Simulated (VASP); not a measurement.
CaZr2N3:

```xyz
6
Lattice="2.2640 -5.0264 0.0000 2.2640 5.0264 0.0000 0.0000 0.0000 3.5388" Properties=species:S:1:pos:R:3 pbc="T T T"
Ca    0.0000    0.0000    0.0000
Zr    2.2640   -1.5709    1.7694
Zr    2.2640    1.5709    1.7694
N     2.2640    3.5402    1.7694
N     2.2640   -3.5402    1.7694
N     2.2640    0.0000    0.0000
```

| Quantity | Value |
| --- | --- |
| Program | VASP 6.6.1 |
| Task | relaxation of cell and atoms |
| Functional | PBE |
| Potentials or basis | VASP PAW PBE potentials, release 64 (Ca_sv, Zr_sv, N) |
| Cutoff | 600 eV |
| k mesh | 4 × 4 × 6 |
| Occupations | gaussian, width 0.1 eV |
| Spin | no spin polarisation |

At the start: pressure 14.4 GPa; volume 13.42 Å³/atom.

Task: Where does the relaxation end?

Result: Over 10 steps the energy falls by 119.2 meV/atom and the volume is 14.28 Å³/atom (+6.4 %); space group Cmmm (No. 65, to 0.05 Å).

The path:
| step | energy change (eV) | largest force (eV/Å) | pressure (GPa) | volume (Å³) |
| --- | --- | --- | --- | --- |
| 1 | 0.0000 | 3.4012 | 14.36 | 80.54 |
| 2 | 0.2986 | 2.4495 | -15.89 | 95.27 |
| 3 | -0.5333 | 1.6369 | -2.44 | 86.41 |
| 4 | -0.5352 | 1.6187 | -1.77 | 86.11 |
| 5 | -0.6875 | 0.3611 | -0.54 | 85.88 |
| 6 | -0.6953 | 0.3862 | -0.11 | 85.81 |
| 7 | -0.7115 | 0.0620 | 0.05 | 85.68 |
| 8 | -0.7125 | 0.1915 | 0.11 | 85.63 |
| 9 | -0.7139 | 0.1107 | -0.76 | 85.71 |
| 10 | -0.7150 | 0.0360 | -0.42 | 85.68 |

Final structure:
```
Ca Zr N
1.0
     2.30264   -5.33498    0.00000
     2.30264    5.33498    0.00000
     0.00000    0.00000    3.48721
Ca Zr N
1 2 3
Direct
  0.00000 0.00000 0.00000
  0.64907 0.35093 0.50000
  0.35093 0.64907 0.50000
  0.15873 0.84127 0.50000
  0.84127 0.15873 0.50000
  0.50000 0.50000 0.00000
```

Caveat: the k points lie up to 0.37 Å⁻¹ apart in the final cell.
